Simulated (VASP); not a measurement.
# Ge in VASP: single point with PBE+D3(BJ)

Aim: the single point of Ge with PBE+D3(BJ).

Everything below comes from runs of VASP 6.6.1. Logs are shortened: lines on timing, memory, paths and dates and some standing lists are left out, and cuts for length are marked.

**1. The cell of the first run**

The cell holds a slab with vacuum, 8 atoms: a = 8.045 Å, b = 8.045 Å, c = 17.684 Å, α = 90.00°, β = 90.00°, γ = 120.00°.

**2. Single point, PBE+D3(BJ)**

File INCAR:

```
  PREC = Accurate
  ENCUT = 410
  EDIFF = 1E-6
  ISMEAR = 0
  SIGMA = 0.1
  LREAL = False
  LASPH = True
  NELM = 120
  ALGO = Normal
  ISIF = 2
  LWAVE = False
  LCHARG = True
  LDIPOL = True
  IDIPOL = 3
  DIPOL = 0.5 0.5 0.246
  GGA = PE
  IVDW = 12
  LELF = True
  LVHAR = True
  LVACPOTAV = True
  NBANDS = 66
  GGA_COMPAT = False
  NELMDL = -8
```

File KPOINTS:

```
Automatic mesh
0
Gamma
  6 6 1
```

File POSCAR:

```
Ge
1.0
    8.0453790659      0.0000000000      0.0000000000
   -4.0226895329      6.9675026541      0.0000000000
    0.0000000000      0.0000000000     17.6842610315
Ge
8
Direct
    0.1666666667      0.3333333333      0.2648830518
    0.1666666667      0.8333333333      0.2648830518
    0.6666666667      0.3333333333      0.2648830518
    0.6666666667      0.8333333333      0.2648830518
    0.3333333333      0.1666666667      0.2261898302
    0.3333333333      0.6666666667      0.2261898302
    0.8333333333      0.1666666667      0.2261898302
    0.8333333333      0.6666666667      0.2261898302
```

Potentials or basis: VASP PAW PBE potentials, release 64 (Ge_d).

Command:

```
$ cat potpaw_PBE.64/Ge_d/POTCAR > POTCAR
$ mpirun -np 1 vasp_std > vasp.out
```

OUTCAR:

```text
PREC = Accurate
   ENCUT = 410
   EDIFF = 1E-6
   ISMEAR = 0
   LREAL = False
   LASPH = True
   NELM = 120
   ISIF = 2
   GGA = PE
   IVDW = 12
   NELMDL = -8
 IVDW          = 12

 ion  position               nearest neighbor table
   1  0.167  0.333  0.265-   5 2.42   6 2.42   7 2.42
   2  0.167  0.833  0.265-   6 2.42   5 2.42   8 2.42
   3  0.667  0.333  0.265-   7 2.42   8 2.42   5 2.42
   4  0.667  0.833  0.265-   8 2.42   7 2.42   6 2.42
   5  0.333  0.167  0.226-   1 2.42   2 2.42   3 2.42
   6  0.333  0.667  0.226-   2 2.42   1 2.42   4 2.42
   7  0.833  0.167  0.226-   3 2.42   4 2.42   1 2.42
   8  0.833  0.667  0.226-   4 2.42   3 2.42   2 2.42
[... 7 lines left out ...]
 A1 = (   8.0453790659,   0.0000000000,   0.0000000000)
 A2 = (  -4.0226895329,   6.9675026541,   0.0000000000)
 A3 = (   0.0000000000,   0.0000000000,  17.6842610315)

Analysis of symmetry for initial positions (statically):
=====================================================================
 Subroutine PRICEL returns following result:

  LATTYP: Found a hexagonal cell.
 ALAT       =     4.0226895330
 C/A-ratio  =     4.3961287310

  Lattice vectors:

 A1 = (   4.0226895330,   0.0000000000,   0.0000000000)
 A2 = (  -2.0113447665,   3.4837513270,   0.0000000000)
 A3 = (   0.0000000000,   0.0000000000,  17.6842610315)

   4 primitive cells build up your supercell.

 Routine SETGRP: Setting up the symmetry group for a
 hexagonal supercell.

 Subroutine GETGRP returns: Found 12 space group operations
 (whereof  6 operations were pure point group operations)
 out of a pool of 24 trial point group operations.

The static configuration has the point symmetry C_3v.
 The point group associated with its full space group is D_3d.

Analysis of symmetry for dynamics (positions and initial velocities):
=====================================================================
 Subroutine PRICEL returns following result:

  LATTYP: Found a hexagonal cell.
 ALAT       =     4.0226895330
 C/A-ratio  =     4.3961287310

  Lattice vectors:

 A1 = (   4.0226895330,   0.0000000000,   0.0000000000)
 A2 = (  -2.0113447665,   3.4837513270,   0.0000000000)
 A3 = (   0.0000000000,   0.0000000000,  17.6842610315)

   4 primitive cells build up your supercell.

 Routine SETGRP: Setting up the symmetry group for a
 hexagonal supercell.

 Subroutine GETGRP returns: Found 12 space group operations
[... 86 lines left out ...]
   EDIFF  = 0.1E-05   stopping-criterion for ELM
   LREAL  =      F    real-space projection
[... 7 lines left out ...]
   TEBEG  =    0.0;   TEEND  =   0.0 temperature during run
   PSTRESS=    0.0 pullay stress
   NELECT =     112.0000    total number of electrons
   NUPDOWN=      -1.0000    fix difference up-down
   EMIN   =  10.00;   EMAX   =-10.00  energy-range for DOS
   EFERMI =   0.00;   METHOD = LEGACY
   ISMEAR =     0;   SIGMA  =   0.10  broadening in eV -4-tet -1-fermi 0-gaus
   EFERMI_NEDOS =   21; number of points for ismear=-14 and -15
   IALGO  =     38    algorithm
   IMIX   =      4    mixing-type and parameters
     AMIX     =   0.40;   BMIX     =  1.00
     AMIX_MAG =   1.60;   BMIX_MAG =  1.00
  volume/ion in A,a.u.               =     123.91       836.21
  Fermi-wavevector in a.u.,A,eV,Ry     =   0.791427  1.495579  8.522092  0.626356
  Thomas-Fermi vector in A             =   1.896965
   LORBIT       =      0    0 simple, 1 ext, 2 COOP (PROOUT), +10 PAW based schemes
   GGA     = PE    functional components
   LHFCALC =     F    Hartree Fock is set to
   AEXX    =    0.0000 exact exchange contribution
   IVDW    =    12    specifies the selected vdW correction
   LEPSILON=     F    determine dielectric tensor
   LRPA    =     F    only Hartree local field effects (RPA)
 non-spin polarized calculation
 Gauss-broadening in eV      SIGMA  =   0.10
  energy-cutoff  :      410.00
  volume of cell :      991.31
 maximum number of plane-waves:     18710
 NGX is ok and might be reduce to    54
   NGX = 27   NGY = 27   NGZ = 59

 dipolmoment           0.000000      0.000000      0.000001 electrons x Angstroem

 number of electron     112.0000096 magnetization

 dipolmoment           0.000000      0.000000     -0.000005 electrons x Angstroem

 Free energy of the ion-electron system (eV)
  ---------------------------------------------------
  ext. energy  EPLUGINS =         0.00000000
  ---------------------------------------------------
  free energy    TOTEN  =       -32.30755149 eV

  energy without entropy =      -32.30128272  energy(sigma->0) =      -32.30441711

 E-fermi :  -2.7932     XC(G=0):  -2.5891

 val. band max:       -2.7932510099   @ k =   0.3333   0.3333   0.0000
 cond. band min:      -2.7932425461   @ k =   0.3333   0.3333   0.0000
 fundamental gap:      0.0000084638
 Fermi energy:        -2.7932467781

 k-point     1 :       0.0000    0.0000    0.0000
  band No.  band energies     occupation
      1     -27.3164      2.00000
      2     -27.3164      2.00000
      3     -27.3164      2.00000
      4     -27.3103      2.00000
      5     -27.3103      2.00000
      6     -27.3103      2.00000
[... 472 lines left out ...]
     65       1.0832      0.00000
     66       1.0832      0.00000

------------------------ aborting loop because EDIFF is reached ----------------------------------------

 Edisp (eV)   -1.23566

 E8    (eV) :    -0.5904

  FORCE on cell =-STRESS in cart. coord.  units (eV):
  Direction    XX          YY          ZZ          XY          YZ          ZX
  --------------------------------------------------------------------------------------
  -------------------------------------------------------------------------------------
  Total      -0.57094    -0.57094    -0.48568    -0.00000     0.00000     0.00000
  in kB      -0.92276    -0.92276    -0.78496    -0.00000     0.00000     0.00000
  external pressure =       -0.88 kB  Pullay stress =        0.00 kB

 VOLUME and BASIS-vectors are now :
 -----------------------------------------------------------------------------
  energy-cutoff  :      410.00
  volume of cell :      991.31
      direct lattice vectors                 reciprocal lattice vectors
     8.045379066  0.000000000  0.000000000     0.124294951  0.071761724  0.000000000
    -4.022689533  6.967502654  0.000000000     0.000000000  0.143523447  0.000000000
     0.000000000  0.000000000 17.684261032     0.000000000  0.000000000  0.056547458

 POSITION                                       TOTAL-FORCE (eV/Angst)
 -----------------------------------------------------------------------------------
      0.00000      2.32250      4.68426         0.000000     -0.000000      0.004099
     -2.01134      5.80625      4.68426         0.000000     -0.000000      0.004099
      4.02269      2.32250      4.68426         0.000000      0.000000      0.004099
      2.01134      5.80625      4.68426         0.000000     -0.000000      0.004099
      2.01134      1.16125      4.00000         0.000000      0.000000     -0.004099
     -0.00000      4.64500      4.00000        -0.000000     -0.000000     -0.004099
      6.03403      1.16125      4.00000        -0.000000      0.000000     -0.004099
      4.02269      4.64500      4.00000        -0.000000      0.000000     -0.004099
 -----------------------------------------------------------------------------------
    total drift:                               -0.000000      0.000000     -0.001554

  FREE ENERGIE OF THE ION-ELECTRON SYSTEM (eV)
  ---------------------------------------------------
  free  energy   TOTEN  =       -33.5432156718 eV

  energy  without entropy=      -33.5369468987  energy(sigma->0) =      -33.54008129

 vacuum level on the upper side and lower side of the slab         1.672         1.672
```

OSZICAR:

```text
N       E                     dE             d eps       ncg     rms          rms(c)
DAV:   1     0.865736045963E+03    0.86574E+03   -0.51236E+04  1060   0.185E+03
DAV:   2     0.943354998941E+02   -0.77140E+03   -0.75239E+03  1268   0.413E+02
DAV:   3    -0.254715587152E+02   -0.11981E+03   -0.11756E+03  1328   0.174E+02
DAV:   4    -0.327294981502E+02   -0.72579E+01   -0.72031E+01  1086   0.478E+01
[... 16 lines left out ...]
DAV:  21    -0.323075146559E+02   -0.10862E-03   -0.75940E-06   666   0.790E-03    0.128E-03
DAV:  22    -0.323075409014E+02   -0.26245E-04   -0.16468E-06   692   0.536E-03    0.752E-04
DAV:  23    -0.323075493043E+02   -0.84029E-05   -0.50811E-07   580   0.597E-03    0.588E-04
DAV:  24    -0.323075509977E+02   -0.16934E-05   -0.13982E-07   596   0.301E-03    0.149E-04
DAV:  25    -0.323075514921E+02   -0.49440E-06   -0.43463E-08   586   0.134E-03
   1 F= -.33543216E+02 E0= -.33540081E+02  d E =-.626877E-02
```

Wall time 15 min (1 thread of Oxide Virtual Turin-like, shared host); peak memory 0.77 GiB.

What came out:

- Free energy: -33.5432 eV
- Largest force: 0.004 eV/Å
- Band gap on the k mesh: zero (filled and empty bands touch)
- Dispersion energy per atom: -0.154 eV

Forces on the atoms (eV/Å):
```
Ge   0.000  0.000  0.004
Ge   0.000  0.000  0.004
Ge   0.000  0.000  0.004
Ge   0.000  0.000  0.004
Ge   0.000  0.000 -0.004
Ge   0.000  0.000 -0.004
Ge   0.000  0.000 -0.004
Ge   0.000  0.000 -0.004
```
